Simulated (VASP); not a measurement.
Write the native input for VASP 6.6.1 that does the following.

```yaml
Task: single point
Functional: PBE
Potentials_or_basis: VASP PAW PBE potentials, release 64 (Na_pv, Cl)
Cutoff: 520 eV
k_mesh: 8 × 8 × 8
Occupations: gaussian, width 0.05 eV
Spin: no spin polarisation
Dipole_correction: no
Further_INCAR_settings: ALGO = Normal; EDIFF = 1e-06; NBANDS = 14
```

The structure of NaCl lies in POSCAR:

```
NaCl
1.0
    0.0000000000      3.0582900000      2.7184800000
    3.0582900000      0.0000000000      2.7184800000
    3.0582900000      3.0582900000      0.0000000000
Na Cl
1 1
Direct
    0.0000000000      0.0000000000      0.0000000000
    0.5000000000      0.5000000000      0.5000000000
```

This cell differs from its parent crystal: strain +0.080 along x and y, -0.040 along z.

One way to write it, as run:

INCAR

```
SYSTEM = NaCl
PREC = Accurate
ENCUT = 520
EDIFF = 1E-6
ISMEAR = 0
SIGMA = 0.05
LREAL = .FALSE.
LASPH = .TRUE.
NELM = 60
ALGO = Normal
ISIF = 2
LWAVE = .FALSE.
LCHARG = .TRUE.
GGA = PE
LELF = .TRUE.
LVHAR = .TRUE.
NBANDS = 14
```

KPOINTS

```
regular mesh
0
G
  8 8 8
  0 0 0
```

Potentials or basis: VASP PAW PBE potentials, release 64 (Na_pv, Cl).

Run with:

```console
$ cat potpaw_PBE.64/Na_pv/POTCAR potpaw_PBE.64/Cl/POTCAR > POTCAR
$ mpirun -np 1 vasp_std > vasp.out
```

It gave:

- Pressure: -1.2 GPa
- Band gap on the k mesh: 4.65 eV

Caveat: the cell differs from its parent crystal (strain +0.080 along x and y, -0.040 along z).

Run time: 40 s on 1 thread of Intel(R) Xeon(R) Platinum 8375C CPU @ 2.90GHz (Ice Lake) (shared host), peak memory 0.18 GiB.
